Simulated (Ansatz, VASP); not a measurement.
# AlN: VASP beside Ansatz

```xyz
8
Lattice="-3.1136 0.0000 0.0000 0.0000 5.3928 0.0000 1.5568 -2.6964 -4.9834" Properties=species:S:1:pos:R:3 pbc="T T T"
Al   -1.6096   -0.8923   -4.9758
Al   -0.0528    1.8041   -4.9758
Al    0.0528    3.5887   -2.4841
Al   -1.5040    0.8923   -2.4841
N    -1.5096   -0.8848   -3.0723
N     0.0472    1.8116   -3.0723
N    -0.0472    3.5812   -0.5806
N    -1.6040    0.8848   -0.5806
```

Change from the starting cell: mode 4 frozen in at -0.053 Å and mode 15 at +0.014 Å (largest displacements).

Alike in both runs: task single point; functional PBEsol; k mesh 8 × 8 × 8; occupations gaussian, width 0.05 eV; no spin polarisation.

|  | VASP | Ansatz |
| --- | --- | --- |
| version | VASP 6.6.1 | Ansatz 0.2.0 |
| potentials or method | VASP PAW PBE potentials, release 64 (Al, N), cutoff 520 eV | scalar-relativistic, plane waves, PAW |
| valence electrons in the cell | 32 | 32 |

|  | VASP | Ansatz | Ansatz less VASP |
| --- | --- | --- | --- |
| gap on the k mesh at the Fermi level (eV) | 4.08 | 4.06 | -0.016 |
| least direct gap on the mesh (eV) | 4.08 | 4.06 | -0.016 |
| pressure (GPa) | 0.0 | 0.0 | -0.02 |
| traceless stress, the component that is largest in VASP (GPa) | -1.78 | -1.76 | +0.021 |
| rms of the force components (eV/Å) | 0.214 | 0.213 | -0.0016 |

VASP's potentials were made for PBE, not for PBEsol, and Ansatz warns of the same on its side. Atom by atom the forces differ by 0.002 eV/Å (rms over components).
